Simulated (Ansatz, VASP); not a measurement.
## BP4: VASP beside Ansatz

```
B P
1.0
     4.95726    0.00000    0.00000
    -2.47863    4.29311    0.00000
     0.00000    0.00000    3.72325
B P
1 4
Direct
  0.00000 0.00000 0.50000
  0.50000 0.00000 0.50000
  0.00000 0.50000 0.50000
  0.50000 0.50000 0.50000
  0.00000 0.00000 0.00000
```

Alike in both runs: task relaxation of cell and atoms; functional PBE; k mesh 6 × 6 × 6; occupations gaussian, width 0.1 eV; no spin polarisation.

|  | VASP | Ansatz |
| --- | --- | --- |
| version | VASP 6.6.1 | Ansatz 0.2.0 |
| potentials or method | VASP PAW PBE potentials, release 64 (B, P), cutoff 600 eV | scalar-relativistic, plane waves, PAW |
| valence electrons in the cell | 23 | 23 |

VASP gave:

```
gap on the k mesh at the Fermi level, each at its own relaxed structure (eV) : none
relaxed volume (Å³/atom)                                                     : 15.95
relaxed length of the cell vector where the two differ most in proportion (Å)              : 4.904
```

Task: What did Ansatz give for the same quantities?

Result: gap on the k mesh at the Fermi level, each at its own relaxed structure (eV): none; relaxed volume (Å³/atom): 16.00; relaxed length of the cell vector where the two differ most in proportion (Å): 4.910.

A gap of «none» marks a metal or a gap that the smearing closes.
